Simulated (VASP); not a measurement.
Set up this calculation in VASP 6.6.1, as the native input.

```yaml
Task: single point
Functional: PBEsol
Potentials_or_basis: VASP PAW PBE potentials, release 64 (H, Cl)
Cutoff: 520 eV
k_mesh: 16 × 16 × 16
Occupations: gaussian, width 0.15 eV
Spin: no spin polarisation
Dipole_correction: no
Further_INCAR_settings: ALGO = Normal; EDIFF = 1e-07; NBANDS = 11
```

The structure of HCl lies in POSCAR:

```
HCl
1.0
    0.0000000000      2.6690625000      2.7375000000
    2.6690625000      0.0000000000      2.7375000000
    2.6690625000      2.6690625000      0.0000000000
H Cl
1 1
Direct
    0.0000000000      0.0000000000      0.0000000000
    0.5000000000      0.5000000000      0.5000000000
```

This cell differs from its parent crystal: strain -0.025 along x and y, +0.000 along z.

One way to write it, as run:

INCAR

```
SYSTEM = HCl
ALGO = Normal
EDIFF = 1E-7
ENCUT = 520
GGA = PS
ISIF = 2
ISMEAR = 0
LASPH = .True.
LCHARG = .False.
LREAL = .False.
LWAVE = .False.
NBANDS = 11
NELM = 80
PREC = Accurate
SIGMA = 0.15
```

KPOINTS

```
k-points
0
Gamma
  16 16 16
  0 0 0
```

Potentials or basis: VASP PAW PBE potentials, release 64 (H, Cl).

Launch:

```sh
$ cat potpaw_PBE.64/H/POTCAR potpaw_PBE.64/Cl/POTCAR > POTCAR
$ mpirun -np 1 vasp_std > vasp.out
```

Results of the run:

```
Pressure               : -10.7 GPa
Band gap on the k mesh : zero (band 4 reaches -1.97 eV, above the bottom of band 5 at -2.11 eV)
```

Caveat: the cell differs from its parent crystal (strain -0.025 along x and y, +0.000 along z); the PAW data sets were made with another functional, which shifts forces and pressure a little.

Wall time 100 s on 1 thread of Intel(R) Xeon(R) Platinum 8175M CPU @ 2.50GHz (Skylake/Cascade Lake), with other jobs on the host, peak memory 0.26 GiB.
